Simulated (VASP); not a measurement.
# SrTiO3: electric field gradients with PBE

Crystal: SrTiO3.

```
Sr Ti O
1.0
     3.93086    0.00000    0.00000
     0.00000    3.93086    0.00000
     0.00000    0.00000    3.93086
Sr Ti O
1 1 3
Direct
  0.00000 0.00000 0.00000
  0.50000 0.50000 0.50000
  0.00000 0.50000 0.50000
  0.50000 0.00000 0.50000
  0.50000 0.50000 0.00000
```

This cell differs from its parent crystal: volume scaled by 1.02.

- Program: VASP 6.6.1
- Task: electric field gradients
- Functional: PBE
- Potentials or basis: VASP PAW PBE potentials, release 64 (Sr_sv, Ti_sv, O)
- Cutoff: 520 eV
- k mesh: 7 × 7 × 7
- Occupations: fermi-dirac, width 0.05 eV
- Spin: no spin polarisation
- Dipole correction: no
- Further INCAR settings: ALGO = Normal; EDIFF = 1e-08; NBANDS = 28

```yaml
Pressure: 1.4 GPa
Band_gap_on_the_k_mesh: 1.88 eV, indirect (least direct gap 2.19 eV)
```

Levels at points of the mesh, in eV from the valence-band top:
```
           k point  band 16  band 17  band 18  band 19  band 20  band 21  band 22  band 23  band 24  band 25
(0.00, 0.00, 0.00)    -1.07    -1.07    -0.30    -0.30    -0.30     1.88     1.88     1.88     4.23     4.23
```

Electric field gradients, principal values (V/Å²):
```
atom   least  middle  greatest (by size)
1 Sr   0.000   0.000               0.000
2 Ti   0.000   0.000               0.000
 3 O  -6.707  -6.707              13.415
 4 O  -6.707  -6.707              13.415
 5 O  -6.707  -6.707              13.415
```

It took 21 s on 1 thread of Intel(R) Xeon(R) 6975P-C (Granite Rapids), with other jobs on the host, peak memory 0.19 GiB.

Caveat: without QUAD_EFG the Cq values of the log hold for a quadrupole moment of 1 mb, not for the nuclei. A k mesh can miss the band edges.
